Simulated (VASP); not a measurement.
Here is a VASP 6.6.1 calculation.

Contents of INCAR:

```
SYSTEM = SiB2
PREC = Accurate
ENCUT = 520
EDIFF = 1E-6
ISMEAR = 0
SIGMA = 0.1
LREAL = .FALSE.
LASPH = .TRUE.
NELM = 60
ALGO = Normal
ISIF = 2
LWAVE = .FALSE.
LCHARG = .FALSE.
GGA = PE
NBANDS = 19
```

File KPOINTS:

```
Automatic mesh
0
G
  12 12 8
  0 0 0
```

Contents of POSCAR:

```
SiB2
1.0
    4.3826249320     -1.4134152788     -0.0034256700
    4.3826249320      1.4134152788     -0.0034256700
   -2.8881599421      0.0000000000      4.4993182423
Si B
2 4
Direct
    0.5668934080      0.5668934080      0.7834437564
    0.4331065920      0.4331065920      0.2165562436
    0.1636757122      0.1636757122      0.3815045975
    0.8363242878      0.8363242878      0.6184954025
    0.2916747322      0.2916747322      0.7670520664
    0.7083252678      0.7083252678      0.2329479336
```

Potentials or basis: VASP PAW PBE potentials, release 64 (Si, B).

Run with:

```sh
$ cat potpaw_PBE.64/Si/POTCAR potpaw_PBE.64/B/POTCAR > POTCAR
$ mpirun -np 1 vasp_std > vasp.out
```

(1) Predict the pressure.

(2) What does it give for the largest force?

## Answers

(1) 0.0 GPa.

(2) 0.012 eV/Å.
